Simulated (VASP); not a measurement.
Set up this calculation in VASP 6.6.1, as the native input.

```yaml
Task: relaxation of the atoms
Functional: LDA
Potentials_or_basis: VASP PAW LDA potentials, release 64 (Si, C)
Cutoff: 520 eV
k_mesh: 12 × 12 × 6
Occupations: gaussian, width 0.05 eV
Spin: no spin polarisation
Dipole_correction: no
Further_INCAR_settings: ALGO = Normal; EDIFF = 1e-06; IBRION = 2; EDIFFG = -0.01; NSW = 50
```

The structure of SiC lies in POSCAR:

```
SiC
1.0
    3.0123758657      0.0000000000      0.0000000000
   -1.5061879329      2.6087940254      0.0000000000
    0.0000000000      0.0000000000      4.7499142650
Si C
2 2
Direct
    0.3333333333      0.6666666667      0.0046041256
    0.6666666667      0.3333333333      0.5046041256
    0.3333333333      0.6666666667      0.3803958744
    0.6666666667      0.3333333333      0.8803958744
```

The input as run:

INCAR

```
SYSTEM = SiC
  PREC = Accurate
  ENCUT = 520
  EDIFF = 1E-6
  ISMEAR = 0
  SIGMA = 0.05
  LREAL = .FALSE.
  LASPH = .TRUE.
  NELM = 60
  ALGO = Normal
  ISIF = 2
  LWAVE = .FALSE.
  LCHARG = .FALSE.
  GGA = CA
  IBRION = 2
  NSW = 50
  EDIFFG = -0.01
```

KPOINTS

```
regular mesh
0
G
  12 12 6
  0 0 0
```

Potentials or basis: VASP PAW LDA potentials, release 64 (Si, C).

The run is started by

```sh
$ cat potpaw_LDA.64/Si/POTCAR potpaw_LDA.64/C/POTCAR > POTCAR
$ mpirun -np 1 vasp_std > vasp.out
```

It gave:

```json
{
 "Energy gained by relaxing": "5.4 meV/atom",
 "Ionic steps": "3",
 "Pressure after relaxing": "22.8 GPa",
 "Band gap on the k mesh": "1.97 eV (least direct gap 3.75 eV)"
}
```

Run time: 26 s on 1 thread of Intel(R) Xeon(R) Platinum 8488C (Sapphire Rapids), with other jobs on the host, peak memory 0.15 GiB.
